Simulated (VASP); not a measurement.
# Al (Fm-3m) in VASP: single point with r2SCAN

Aim: the single point of Al with r2SCAN.

Everything below comes from runs of VASP 6.6.1. Logs are shortened: lines on timing, memory, paths and dates and some standing lists are left out, and cuts for length are marked.

## 1. The cell of the first run

It takes space group Fm-3m (No. 225, cubic). Conventional cell: a = 4.048 Å, b = 4.048 Å, c = 4.048 Å, α = 90.00°, β = 90.00°, γ = 90.00°. Al (site symmetry m-3m) has 12 Al at 2.86 Å within 3.8 Å.

## 2. Single point, r2SCAN

Contents of POSCAR:

```
Al
1.0
    0.0000000000      2.0239800000      2.0239800000
    2.0239800000      0.0000000000      2.0239800000
    2.0239800000      2.0239800000      0.0000000000
Al
1
Direct
    0.0000000000      0.0000000000      0.0000000000
```

Contents of INCAR.step1:

```
PREC = Accurate
ENCUT = 520
ISMEAR = 0
SIGMA = 0.1
LREAL = F
LASPH = T
NELM = 100
NBANDS = 8
GGA = PE
ALGO = Normal
EDIFF = 1E-4
LWAVE = T
LCHARG = F
```

Contents of INCAR.step2:

```
PREC = Accurate
ENCUT = 520
EDIFF = 1E-6
ISMEAR = 0
SIGMA = 0.1
LREAL = F
LASPH = T
NELM = 100
ALGO = Normal
ISIF = 2
LWAVE = F
LCHARG = F
METAGGA = R2SCAN
LMIXTAU = T
NBANDS = 8
ISTART = 1
```

Contents of KPOINTS:

```
Automatic mesh
0
Gamma
  8 8 8
```

Potentials or basis: VASP PAW PBE potentials, release 64 (Al).

The run is started by

```bash
$ cat potpaw_PBE.64/Al/POTCAR > POTCAR
$ cp INCAR.step1 INCAR
$ mpirun -np 1 vasp_std > vasp.out
$ cp INCAR.step2 INCAR
$ mpirun -np 1 vasp_std > vasp.out
```

OUTCAR:

```text
PREC = Accurate
   ENCUT = 520
   EDIFF = 1E-6
   ISMEAR = 0
   LREAL = F
   LASPH = T
   NELM = 100
   ISIF = 2
   METAGGA = R2SCAN
   ISTART = 1

 ion  position               nearest neighbor table
   1  0.000  0.000  0.000-

  LATTYP: Found a face centered cubic cell.
 ALAT       =     4.0479600000

  Lattice vectors:

 A1 = (   0.0000000000,   2.0239800000,   2.0239800000)
 A2 = (   2.0239800000,   0.0000000000,   2.0239800000)
 A3 = (   2.0239800000,   2.0239800000,   0.0000000000)

Analysis of symmetry for initial positions (statically):
=====================================================================
 Subroutine PRICEL returns:
 Original cell was already a primitive cell.

 Routine SETGRP: Setting up the symmetry group for a
 face centered cubic supercell.

 Subroutine GETGRP returns: Found 48 space group operations
 (whereof 48 operations were pure point group operations)
 out of a pool of 48 trial point group operations.

The static configuration has the point symmetry O_h .

Analysis of symmetry for dynamics (positions and initial velocities):
=====================================================================
 Subroutine PRICEL returns:
 Original cell was already a primitive cell.

 Routine SETGRP: Setting up the symmetry group for a
 face centered cubic supercell.

 Subroutine GETGRP returns: Found 48 space group operations
 (whereof 48 operations were pure point group operations)
 out of a pool of 48 trial point group operations.

The dynamic configuration has the point symmetry O_h .

 Subroutine INISYM returns: Found 48 space group operations
 (whereof 48 operations are pure point group operations),
 and found     1 'primitive' translations

----------------------------------------------------------------------------------------

                                     Primitive cell

  volume of cell :      16.5824

  direct lattice vectors                    reciprocal lattice vectors
     0.000000000  2.023980000  2.023980000    -0.247038014  0.247038014  0.247038014
     2.023980000  0.000000000  2.023980000     0.247038014 -0.247038014  0.247038014
     2.023980000  2.023980000  0.000000000     0.247038014  0.247038014 -0.247038014

  length of vectors
     2.862339966  2.862339966  2.862339966     0.427882392  0.427882392  0.427882392

  position of ions in fractional coordinates (direct lattice)
     0.000000000  0.000000000  0.000000000

  ion indices of the primitive-cell ions
   primitive index   ion index
                 1           1

----------------------------------------------------------------------------------------

 KPOINTS: Automatic mesh

Automatic generation of k-mesh.
 Grid dimensions read from file:
 generate k-points for:    8    8    8

 Generating k-lattice:

  Cartesian coordinates                     Fractional coordinates (reciprocal lattice)
    -0.030879752  0.030879752  0.030879752     0.125000000  0.000000000  0.000000000
     0.030879752 -0.030879752  0.030879752     0.000000000  0.125000000  0.000000000
     0.030879752  0.030879752 -0.030879752     0.000000000  0.000000000  0.125000000

  Length of vectors
     0.053485299  0.053485299  0.053485299

  Shift w.r.t. Gamma in fractional coordinates (k-lattice)
     0.000000000  0.000000000  0.000000000

 Subroutine IBZKPT returns following result:
 ===========================================

 Found     29 irreducible k-points:

 Following reciprocal coordinates:
            Coordinates               Weight
  0.000000  0.000000  0.000000      1.000000
  0.125000  0.000000  0.000000      8.000000
  0.250000  0.000000  0.000000      8.000000
  0.375000  0.000000  0.000000      8.000000
  0.500000  0.000000  0.000000      4.000000
  0.125000  0.125000  0.000000      6.000000
[... 16 lines left out ...]
  0.500000  0.250000  0.125000     48.000000
 -0.375000  0.250000  0.125000     24.000000
 [... further k-points ...]
   k-points           NKPTS =     29   k-points in BZ     NKDIM =     29   number of bands    NBANDS=      8
   number of dos      NEDOS =    301   number of ions     NIONS =      1
   total plane-waves  NPLWV =  13824
   dimension x,y,z NGX =    24 NGY =   24 NGZ =   24
   dimension x,y,z NGXF=    48 NGYF=   48 NGZF=   48
   ions per type =               1
   NGX,Y,Z   is equivalent  to a cutoff of  13.94, 13.94, 13.94 a.u.
   NGXF,Y,Z  is equivalent  to a cutoff of  27.88, 27.88, 27.88 a.u.
 SYSTEM =  unknown system
   PREC   = accura    normal or accurate (medium, high low for compatibility)
   ISTART =      1    job   : 0-new  1-cont  2-samecut
   ICHARG =      0    charge: 1-file 2-atom 10-const
   ISPIN  =      1    spin polarized calculation?
   LNONCOLLINEAR =      F non collinear calculations
   LSORBIT =      F    spin-orbit coupling
   LASPH  =      T    aspherical Exc in radial PAW
   ENCUT  =  520.0 eV  38.22 Ry    6.18 a.u.   5.32  5.32  5.32*2*pi/ulx,y,z
   NELM   =    100;   NELMIN=  2; NELMDL=  0     # of ELM steps
   EDIFF  = 0.1E-05   stopping-criterion for ELM
   LREAL  =      F    real-space projection
   EDIFFG = 0.1E-04   stopping-criterion for IOM
   NSW    =      0    number of steps for IOM
   IBRION =     -1    ionic relax: 0-MD 1-quasi-New 2-CG
   NFREE  =      0    steps in history (QN), initial steepest desc. (CG)
   ISIF   =      2    stress and relaxation
   ISYM   =      2    0-nonsym 1-usesym 2-fastsym
   POTIM  = 0.5000    time-step for ionic-motion
   TEBEG  =    0.0;   TEEND  =   0.0 temperature during run
   PSTRESS=    0.0 pullay stress
   NELECT =       3.0000    total number of electrons
   NUPDOWN=      -1.0000    fix difference up-down
   EMIN   =  10.00;   EMAX   =-10.00  energy-range for DOS
   EFERMI =   0.00;   METHOD = LEGACY
   ISMEAR =     0;   SIGMA  =   0.10  broadening in eV -4-tet -1-fermi 0-gaus
   EFERMI_NEDOS =   21; number of points for ismear=-14 and -15
   IALGO  =     38    algorithm
   IMIX   =      4    mixing-type and parameters
     AMIX     =   0.40;   BMIX     =  1.00
     AMIX_MAG =   1.60;   BMIX_MAG =  1.00
  volume/ion in A,a.u.               =      16.58       111.90
  Fermi-wavevector in a.u.,A,eV,Ry     =   0.925903  1.749704 11.664236  0.857297
  Thomas-Fermi vector in A             =   2.051808
   LORBIT       =      0    0 simple, 1 ext, 2 COOP (PROOUT), +10 PAW based schemes
   METAGGA = R2SCAN    functional components
   LHFCALC =     F    Hartree Fock is set to
   AEXX    =    0.0000 exact exchange contribution
   IVDW    =     0    specifies the selected vdW correction
   LEPSILON=     F    determine dielectric tensor
   LRPA    =     F    only Hartree local field effects (RPA)
 non-spin polarized calculation
 Gauss-broadening in eV      SIGMA  =   0.10
  energy-cutoff  :      520.00
  volume of cell :       16.58
 maximum number of plane-waves:       459
 NGX is ok and might be reduce to    24
   NGX = 11   NGY = 11   NGZ = 11

 number of electron       3.0000000 magnetization

 Free energy of the ion-electron system (eV)
  ---------------------------------------------------
  ext. energy  EPLUGINS =         0.00000000
  ---------------------------------------------------
  free energy    TOTEN  =        -6.72324543 eV

  energy without entropy =       -6.72047885  energy(sigma->0) =       -6.72186214

 E-fermi :   8.0089     XC(G=0): -10.8863

 val. band max:        7.6866372152   @ k =  -0.3750   0.3750   0.0000
 cond. band min:       8.0147927483   @ k =  -0.2500   0.5000   0.2500
 fundamental gap:      0.3281555331
 Fermi energy:         8.0089323812

 k-point     1 :       0.0000    0.0000    0.0000
  band No.  band energies     occupation
      1      -3.8369      2.00000
      2      21.2593      0.00000
      3      21.2593      0.00000
      4      21.2593      0.00000
      5      23.1154      0.00000
      6      23.1155      0.00000
      7      23.1155      0.00000
      8      25.2936      0.00000

 k-point     2 :       0.1250    0.0000    0.0000
  band No.  band energies     occupation
      1      -3.3872      2.00000
      2      16.7742      0.00000
      3      20.3431      0.00000
      4      20.3431      0.00000
      5      23.6317      0.00000
      6      24.6860      0.00000
      7      24.6860      0.00000
      8      26.6334      0.00000

 k-point     3 :       0.2500    0.0000    0.0000
  band No.  band energies     occupation
      1      -2.0462      2.00000
      2      11.6146      0.00000
      3      19.5553      0.00000
      4      19.5553      0.00000
      5      23.2310      0.00000
      6      23.6453      0.00000
      7      23.6453      0.00000
      8      27.8999      0.00000

 k-point     4 :       0.3750    0.0000    0.0000
  band No.  band energies     occupation
      1       0.1612      2.00000
      2       7.0555      2.00000
      3      19.4625      0.00000
      4      19.4625      0.00000
      5      21.5325      0.00000
      6      21.5325      0.00000
      7      23.2924      0.00000
      8      25.7246      0.00000

 k-point     5 :       0.5000    0.0000    0.0000
  band No.  band energies     occupation
      1       2.9893      2.00000
      2       3.4379      2.00000
      3      20.0203      0.00000
      4      20.0203      0.00000
      5      20.2231      0.00000
      6      20.2231      0.00000
      7      23.9070      0.00000
      8      24.3515      0.00000
[... 177 lines left out ...]
 k-point    22 :       0.3750    0.2500    0.1250
  band No.  band energies     occupation
      1      -0.8650      2.00000
      2      12.0067      0.00000
      3      13.6026      0.00000
      4      17.3227      0.00000
      5      20.7995      0.00000
      6      22.8831      0.00000
      7      25.9558      0.00000
      8      29.4908      0.00000

 k-point    23 :       0.5000    0.2500    0.1250
  band No.  band energies     occupation
      1       1.3225      2.00000
      2       8.1049      0.17492
      3      12.8398      0.00000
      4      15.0771      0.00000
      5      21.5308      0.00000
      6      23.7648      0.00000
      7      26.0516      0.00000
      8      30.2207      0.00000

 k-point    24 :      -0.3750    0.2500    0.1250
  band No.  band energies     occupation
      1       4.1061      2.00000
      2       4.5788      2.00000
      3      13.1706      0.00000
      4      13.8959      0.00000
      5      22.1395      0.00000
      6      22.5195      0.00000
      7      29.5748      0.00000
      8      29.8357      0.00000

 [... further k-points ...]

------------------------ aborting loop because EDIFF is reached ----------------------------------------

  FORCE on cell =-STRESS in cart. coord.  units (eV):
  Direction    XX          YY          ZZ          XY          YZ          ZX
  --------------------------------------------------------------------------------------
  -------------------------------------------------------------------------------------
  Total       -0.3562421     -0.3562421     -0.3562421     -0.0000000     -0.0000000      0.0000000
  in kB      -34.4197078    -34.4197078    -34.4197078     -0.0000000     -0.0000000      0.0000000
  external PRESSURE =     -34.4197078 kB  Pullay stress =       0.0000000 kB

 VOLUME and BASIS-vectors are now :
 -----------------------------------------------------------------------------
  energy-cutoff  :      520.00
  volume of cell :       16.58
      direct lattice vectors                 reciprocal lattice vectors
     0.000000000  2.023980000  2.023980000    -0.247038014  0.247038014  0.247038014
     2.023980000  0.000000000  2.023980000     0.247038014 -0.247038014  0.247038014
     2.023980000  2.023980000  0.000000000     0.247038014  0.247038014 -0.247038014

 POSITION                                       TOTAL-FORCE (eV/Angst)
 -----------------------------------------------------------------------------------
      0.00000      0.00000      0.00000        -0.000000     -0.000000      0.000000
 -----------------------------------------------------------------------------------
    total drift:                                0.000000      0.000000     -0.000000

  FREE ENERGIE OF THE ION-ELECTRON SYSTEM (eV)
  ---------------------------------------------------
  free  energy   TOTEN  =        -6.7232454271 eV

  energy  without entropy=       -6.7204788456  energy(sigma->0) =       -6.72186214
```

It took 32 s on 1 thread of AMD EPYC 7R43 (Zen 3), shared host; peak memory 0.1 GiB.

What came out:

| Property | Result |
| --- | --- |
| Free energy | -6.7232 eV |
| Pressure | -3.4 GPa |

Caveat: the PAW data sets were made with another functional, which shifts forces and pressure a little.
